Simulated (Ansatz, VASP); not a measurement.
# One calculation of Mo5Rh, two programs

```xyz
6
Lattice="0.0000 3.6427 3.6427 3.6427 0.0000 3.6427 3.6427 3.6427 0.0000" Properties=species:S:1:pos:R:3 pbc="T T T"
Mo    2.7392    4.5463    2.7392
Mo    1.8214    1.8214    1.8214
Mo    4.5463    2.7392    2.7392
Mo    4.5463    4.5463    4.5463
Mo    2.7392    2.7392    4.5463
Rh    0.0000    0.0000    0.0000
```

Change from the starting cell: species swapped into the Be5Au type (F-43m, No. 216).

Alike in both runs: functional PBE; k mesh 4 × 4 × 4; occupations gaussian, width 0.2 eV; no spin polarisation.

Ansatz relaxed the structure, and its values are those at the end. VASP's run is a single point on that final structure, the one shown.

|  | VASP | Ansatz |
| --- | --- | --- |
| version | VASP 6.6.1 | Ansatz 0.2.0 |
| potentials or method | VASP PAW PBE potentials, release 64 (Mo_sv, Rh_pv), cutoff 500 eV | scalar-relativistic, plane waves, PAW |
| valence electrons in the cell | 85 | 87 |

|  | VASP | Ansatz | Ansatz less VASP |
| --- | --- | --- | --- |
| gap on the k mesh at the Fermi level (eV) | none | none | - |
| pressure (GPa) | 0.9 | 0.3 | -0.51 |
| rms of the force components (eV/Å) | 0.003 | 0.008 | +0.0048 |

A gap of «none» marks a metal or a gap that the smearing closes. VASP's potentials hold 85 valence electrons a cell and Ansatz's 87, so a difference there can come from the potentials and not from the codes.

The k mesh is coarse, so the values compare programs but aren't converged.
